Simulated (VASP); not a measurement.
Write the native input for VASP 6.6.1 that does the following.

- Task: single point
- Functional: PBEsol
- Potentials or basis: VASP PAW PBE potentials, release 64 (Sc_sv, Pt)
- Cutoff: 520 eV
- k mesh: 14 × 14 × 14
- Occupations: gaussian, width 0.1 eV
- Spin: no spin polarisation
- Dipole correction: no
- Further INCAR settings: ALGO = Fast; EDIFF = 1e-06; NBANDS = 18

The structure of ScPt lies in POSCAR:

```
ScPt
1.0
    3.2700000000      0.0000000000      0.0000000000
    0.0000000000      3.2700000000      0.0000000000
    0.0000000000      0.0000000000      3.2700000000
Sc Pt
1 1
Direct
    0.5000000000      0.5000000000      0.5000000000
    0.0000000000      0.0000000000      0.0000000000
```

These files were run (other wordings do the same):

INCAR

```
SYSTEM = ScPt
ALGO = Fast
EDIFF = 1E-6
ENCUT = 520
GGA = PS
ISIF = 2
ISMEAR = 0
LASPH = .TRUE.
LCHARG = .FALSE.
LREAL = .FALSE.
LWAVE = .FALSE.
NBANDS = 18
NELM = 100
PREC = Accurate
SIGMA = 0.1
```

KPOINTS

```
k-points
0
G
  14 14 14
  0 0 0
```

Potentials or basis: VASP PAW PBE potentials, release 64 (Sc_sv, Pt).

Run with:

```bash
$ cat potpaw_PBE.64/Sc_sv/POTCAR potpaw_PBE.64/Pt/POTCAR > POTCAR
$ mpirun -np 1 vasp_std > vasp.out
```

Results of the run:

```yaml
Pressure: -1.2 GPa
```

Caveat: the PAW data sets were made with another functional, which shifts forces and pressure a little.

It took 36 s on 1 thread of Intel(R) Xeon(R) Platinum 8259CL CPU @ 2.50GHz (Skylake/Cascade Lake), with other jobs on the host, peak memory 0.2 GiB.
